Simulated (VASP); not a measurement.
The system is As.

```
As
1.0
     1.42587   -4.15130    0.00000
     1.42587    4.15130    0.00000
    -0.12109    0.00000    3.43314
As
2
Direct
  0.86900 0.13100 0.25000
  0.13100 0.86900 0.75000
```

| Quantity | Value |
| --- | --- |
| Program | VASP 6.6.1 |
| Task | relaxation of cell and atoms |
| Functional | PBE |
| Potentials or basis | VASP PAW PBE potentials, release 64 (As) |
| Cutoff | 600 eV |
| k mesh | 6 × 6 × 6 |
| Occupations | gaussian, width 0.1 eV |
| Spin | no spin polarisation |

At the start: pressure -0.5 GPa; volume 20.32 Å³/atom.

Task: Where does the relaxation end?

Result: Over 21 steps the energy falls by 237.1 meV/atom and the volume is 22.28 Å³/atom (+9.6 %); space group C2/c (No. 15, to 0.05 Å).

Step by step:
```
step  energy change (eV)  largest force (eV/Å)  pressure (GPa)  volume (Å³)
   1              0.0000                0.8078           -0.53        40.64
   2             -0.1268                1.0209            0.57        40.22
   3             -0.3301                0.0518            7.02        38.60
   4             -0.3794                0.0344            3.96        40.18
   5             -0.3865                0.0063            2.45        41.08
   6             -0.4069                0.0439            1.26        41.72
   7             -0.4179                0.1621           -0.45        42.76
   8             -0.4289                0.1712           -0.31        42.82
   9             -0.4494                0.1923            0.32        42.96
  10             -0.4500                0.0759            1.63        42.99
  11             -0.4599                0.1460            0.85        43.02
  12             -0.4597                0.1202            1.16        43.02
  13             -0.4606                0.1314            1.01        43.02
  14             -0.4653                0.1990           -0.16        44.17
  15             -0.4659                0.1825            0.11        43.89
  16             -0.4713                0.0612            0.24        44.14
  17             -0.4721                0.1666            0.37        44.47
  18             -0.4728                0.0617            0.32        44.33
  19             -0.4736                0.0170           -0.43        44.76
  20             -0.4736                0.0003           -0.26        44.66
  21             -0.4743                0.0048           -0.11        44.55
```

Final structure:
```cif
data_structure
_symmetry_space_group_name_H-M 'P 1'
_symmetry_Int_Tables_number 1
_cell_length_a 4.4454
_cell_length_b 4.4454
_cell_length_c 3.7589
_cell_angle_alpha 89.844
_cell_angle_beta 89.844
_cell_angle_gamma 143.146
_cell_volume 44.55
loop_
_atom_site_label
_atom_site_type_symbol
_atom_site_fract_x
_atom_site_fract_y
_atom_site_fract_z
_atom_site_occupancy
As1 As 0.89926 0.10074 0.25000 1
As2 As 0.10074 0.89926 0.75000 1
```

Caveat: the k points lie up to 0.39 Å⁻¹ apart in the final cell.
